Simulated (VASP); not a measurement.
A run of VASP 6.6.1 is set up as follows.

File INCAR:

```
  PREC = Accurate
  ENCUT = 520
  EDIFF = 1E-7
  ISMEAR = 0
  SIGMA = 0.01
  LREAL = False
  LASPH = True
  NELM = 80
  ALGO = Normal
  ISIF = 2
  LWAVE = False
  LCHARG = False
  GGA = CA
  NBANDS = 16
```

File KPOINTS:

```
regular mesh
0
Gamma
  6 6 6
```

POSCAR

```
CdTe
1.0
    3.1889750000      3.1889750000      0.0000000000
   -3.1889750000      3.1889750000      0.0000000000
    0.0000000000      3.1889750000      3.2146150000
Cd Te
1 1
Direct
    0.0000000000      0.0000000000      0.0000000000
    0.7500000000      0.2500000000      0.5000000000
```

Potentials or basis: VASP PAW LDA potentials, release 64 (Cd, Te).

The run is started by

```console
$ cat potpaw_LDA.64/Cd/POTCAR potpaw_LDA.64/Te/POTCAR > POTCAR
$ mpirun -np 1 vasp_std > vasp.out
```

Question: Estimate the pressure.

Answer: 0.6 GPa.

Question: Estimate the band gap on the k mesh.

Answer: 0.66 eV, direct.

Stress tensor (GPa, compression positive):
```
0.64 0.00 0.00
0.00 0.64 0.00
0.00 0.00 0.50
```

Caveat: the cell differs from its parent crystal (in-plane strain -0.005); spin-orbit coupling is left out, which moves the levels of the heavy elements.
